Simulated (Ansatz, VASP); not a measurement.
# One calculation of AlRu, two programs

INCAR

```
PREC = Accurate ; ENCUT = 520
EDIFF = 1E-6 ; ISMEAR = 1
SIGMA = 0.1 ; LREAL = Auto
LASPH = T ; NELM = 100
ALGO = Normal ; ISIF = 2
LWAVE = F ; LCHARG = F
GGA = PE ; NBANDS = 82
```

KPOINTS

```
regular mesh
0
Gamma
  6 6 6
```

The input POSCAR:

```
AlRu
1.0
    6.0068828235      0.0000000000      0.0000000000
    0.0000000000      6.0068828235      0.0000000000
    0.0000000000      0.0000000000      6.0068828235
Al Ru
8 8
Direct
    0.0000000000      0.0000000000      0.0000000000
    0.0000000000      0.0000000000      0.5000000000
    0.0000000000      0.5000000000      0.0000000000
    0.0000000000      0.5000000000      0.5000000000
    0.5000000000      0.0000000000      0.0000000000
    0.5000000000      0.0000000000      0.5000000000
    0.5000000000      0.5000000000      0.0000000000
    0.5000000000      0.5000000000      0.5000000000
    0.2500000000      0.2500000000      0.2500000000
    0.2500000000      0.2500000000      0.7500000000
    0.2500000000      0.7500000000      0.2500000000
    0.2500000000      0.7500000000      0.7500000000
    0.7500000000      0.2500000000      0.2500000000
    0.7500000000      0.2500000000      0.7500000000
    0.7500000000      0.7500000000      0.2500000000
    0.7500000000      0.7500000000      0.7500000000
```

Input for Ansatz:

```yaml
crystal:
  lattice:
    - [6.0068828235, 0.0, 0.0]
    - [0.0, 6.0068828235, 0.0]
    - [0.0, 0.0, 6.0068828235]
  atoms:
    - { symbol: Al, position: [0.0, 0.0, 0.0] }
    - { symbol: Ru, position: [0.25, 0.25, 0.25] }
    - { symbol: Al, position: [0.0, 0.0, 0.5] }
    - { symbol: Ru, position: [0.25, 0.25, 0.75] }
    - { symbol: Al, position: [0.0, 0.5, 0.0] }
    - { symbol: Ru, position: [0.25, 0.75, 0.25] }
    - { symbol: Al, position: [0.0, 0.5, 0.5] }
    - { symbol: Ru, position: [0.25, 0.75, 0.75] }
    - { symbol: Al, position: [0.5, 0.0, 0.0] }
    - { symbol: Ru, position: [0.75, 0.25, 0.25] }
    - { symbol: Al, position: [0.5, 0.0, 0.5] }
    - { symbol: Ru, position: [0.75, 0.25, 0.75] }
    - { symbol: Al, position: [0.5, 0.5, 0.0] }
    - { symbol: Ru, position: [0.75, 0.75, 0.25] }
    - { symbol: Al, position: [0.5, 0.5, 0.5] }
    - { symbol: Ru, position: [0.75, 0.75, 0.75] }
basis:
  ecutwfc: 420
  xc_grid: 2
hamiltonian:
  xc: pbe
  pseudopotentials: { kind: paw, azcp: { folder: soft_1 } }
kpoints:
  mp_grid: { grid: [6, 6, 6] }
scf:
  occupations: { method: methfessel_paxton, width: 0.1 }
  max_iter: 120
output:
  forces: true
  stress: true
```

Alike in both runs: task single point; functional PBE; k mesh 6 × 6 × 6; occupations methfessel-paxton of order 1, width 0.1 eV; no spin polarisation.

|  | VASP | Ansatz |
| --- | --- | --- |
| version | VASP 6.6.1 | Ansatz 0.2.0 |
| potentials or method | VASP PAW PBE potentials, release 64 (Al, Ru_pv), cutoff 520 eV | plane-wave PAW DFT |
| valence electrons in the cell | 136 | 152 |

```tsv
	VASP	Ansatz	Ansatz less VASP
pressure (GPa)	-0.1	-0.1	+0.03
```

VASP's potentials hold 136 valence electrons a cell and Ansatz's 152, so a difference there can come from the potentials and not from the codes.
